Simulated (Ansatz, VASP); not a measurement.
**Bi2Te3 in VASP and in Ansatz**

```
CELL_PARAMETERS angstrom
-4.44655 0.00000 0.00000
-2.22327 -3.85082 0.00000
-0.55560 -0.32077 32.16867
ATOMIC_POSITIONS crystal
Bi 0.61969 0.61969 0.56389
Bi 0.98079 0.98079 0.23056
Bi 0.25859 0.25859 0.89722
Bi 0.60257 0.60257 0.76948
Bi 0.96367 0.96367 0.43614
Bi 0.32477 0.32477 0.10281
Te 0.65278 0.65278 0.16668
Te 0.93058 0.93058 0.83335
Te 0.29168 0.29168 0.50002
Te 0.63479 0.63479 0.38272
Te 0.99589 0.99589 0.04938
Te 0.27369 0.27369 0.71605
Te 0.58748 0.58748 0.95065
Te 0.94858 0.94858 0.61732
Te 0.30968 0.30968 0.28398
```

Alike in both runs: task single point; functional PBE; k mesh 9 × 9 × 1; occupations gaussian, width 0.05 eV; no spin polarisation.

```csv
,VASP,Ansatz
version,VASP 6.6.1,Ansatz 0.2.0
potentials or method,"VASP PAW PBE potentials, release 64 (Bi_d, Te), cutoff 520 eV","scalar-relativistic, plane waves, PAW"
valence electrons in the cell,144,234
```

|  | VASP | Ansatz | Ansatz less VASP |
| --- | --- | --- | --- |
| gap on the k mesh at the Fermi level (eV) | 0.53 | 0.54 | +0.008 |
| least direct gap on the mesh (eV) | 0.53 | 0.54 | +0.008 |
| pressure (GPa) | 0.0 | 0.0 | +0.02 |
| rms of the force components (eV/Å) | 0.014 | 0.013 | -0.0011 |

Atom by atom the forces differ by 0.006 eV/Å (rms over components). With one functional, cell and mesh, what is left measures potentials, basis and numerics. VASP's potentials hold 144 valence electrons a cell and Ansatz's 234, so a difference there can come from the potentials and not from the codes.

Neither program's run includes spin-orbit coupling.
